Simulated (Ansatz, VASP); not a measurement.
## One calculation of TiGePd3, two programs

```xyz
5
Lattice="4.6054 0.0000 0.0000 0.0000 4.6054 0.0000 0.0000 0.0000 4.6054" Properties=species:S:1:pos:R:3 pbc="T T T"
Ti    0.0000    0.0000    0.0000
Ge    2.3027    2.3027    2.3027
Pd    0.0000    2.3027    2.3027
Pd    2.3027    0.0000    2.3027
Pd    2.3027    2.3027    0.0000
```

Change from the starting cell: species swapped into the ScRu3C type (Pm-3m, No. 221).

Alike in both runs: functional PBE; k mesh 8 × 8 × 8; occupations gaussian, width 0.1 eV; collinear spin.

Ansatz relaxed the structure, and its values are those at the end. VASP's run is a single point on that final structure, the one shown.

```csv
,VASP,Ansatz
version,VASP 6.6.1,Ansatz 0.2.0
potentials or method,"VASP PAW PBE potentials, release 64 (Ti_sv, Ge_d, Pd), cutoff 520 eV","scalar-relativistic, plane waves, PAW"
valence electrons in the cell,56,80
```

Ansatz gave:

| Property | Result |
| --- | --- |
| gap on the k mesh at the Fermi level (eV) | none |
| pressure (GPa) | 0.0 |
| net moment per atom (μB) | 0.37 |
| size of the moment on the site where the two differ most (μB) | 1.54 |

Q: Estimate VASP's values.

A: gap on the k mesh at the Fermi level (eV): none; pressure (GPa): -0.8; net moment per atom (μB): 0.00; size of the moment on the site where the two differ most (μB): 0.00.

The net moments are unlike, so the other rows may belong to different states. Site moments also hang on the region over which each program counts them. A gap of «none» marks a metal or a gap that the smearing closes. VASP's potentials hold 56 valence electrons a cell and Ansatz's 80, so a difference there can come from the potentials and not from the codes.
